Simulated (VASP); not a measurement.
Cu: single point with PBE

Crystal: Cu.

```xyz
2
Lattice="2.9216 0.0000 0.0000 0.0000 2.9216 0.0000 0.0000 0.0000 2.8140" Properties=species:S:1:pos:R:3 pbc="T T T"
Cu    0.0000    0.0000    0.0000
Cu    1.4608    1.4608    1.4070
```

This cell differs from its parent crystal: biaxial strain in the a-b plane: -1.0 %, then relaxed in part.

| Property | Result |
| --- | --- |
| Program | VASP 6.6.1 |
| Task | single point |
| Functional | PBE |
| Potentials or basis | VASP PAW PBE potentials, release 64 (Cu) |
| Cutoff | 520 eV |
| k mesh | 14 × 14 × 16 |
| Occupations | gaussian, width 0.1 eV |
| Spin | no spin polarisation |
| Dipole correction | no |
| Further INCAR settings | ALGO = Fast; EDIFF = 1e-06; NBANDS = 18 |

* Pressure: 1.2 GPa
* Band gap on the k mesh: zero (band 11 reaches 13.65 eV, above the bottom of band 12 at 5.99 eV)

Stress tensor (GPa, compression positive):
```
1.14 0.00 0.00
0.00 1.14 0.00
0.00 0.00 1.24
```

Levels at points of the mesh, in eV from the Fermi level:
| k point | band 8 | band 9 | band 10 | band 11 | band 12 | band 13 | band 14 | band 15 |
| --- | --- | --- | --- | --- | --- | --- | --- | --- |
| (0.00, 0.00, 0.00) | -2.01 | -1.55 | -1.55 | -1.51 | 7.65 | 7.65 | 9.06 | 13.09 |
| (0.50, 0.00, 0.00) | -2.69 | -2.29 | -2.29 | -1.41 | -1.41 | 13.84 | 13.84 | 15.15 |
| (0.50, 0.50, 0.00) | -2.02 | -1.39 | -1.39 | -0.74 | -0.74 | 3.98 | 3.98 | 18.01 |
| (0.00, 0.00, 0.50) | -2.83 | -2.33 | -2.33 | -1.12 | -1.12 | 14.23 | 14.23 | 14.23 |
| (0.50, 0.00, 0.50) | -1.92 | -1.37 | -1.37 | -0.46 | -0.46 | 4.38 | 4.38 | 16.98 |
| (0.50, 0.50, 0.50) | -1.99 | -1.92 | -1.92 | 6.25 | 6.25 | 6.50 | 6.50 | 6.50 |

Wall time 86 s on 1 thread of Intel(R) Xeon(R) Platinum 8259CL CPU @ 2.50GHz (Skylake/Cascade Lake), on a shared host, peak memory 0.23 GiB.

Caveat: the cell differs from its parent crystal (biaxial strain in the a-b plane: -1.0 %, then relaxed in part).
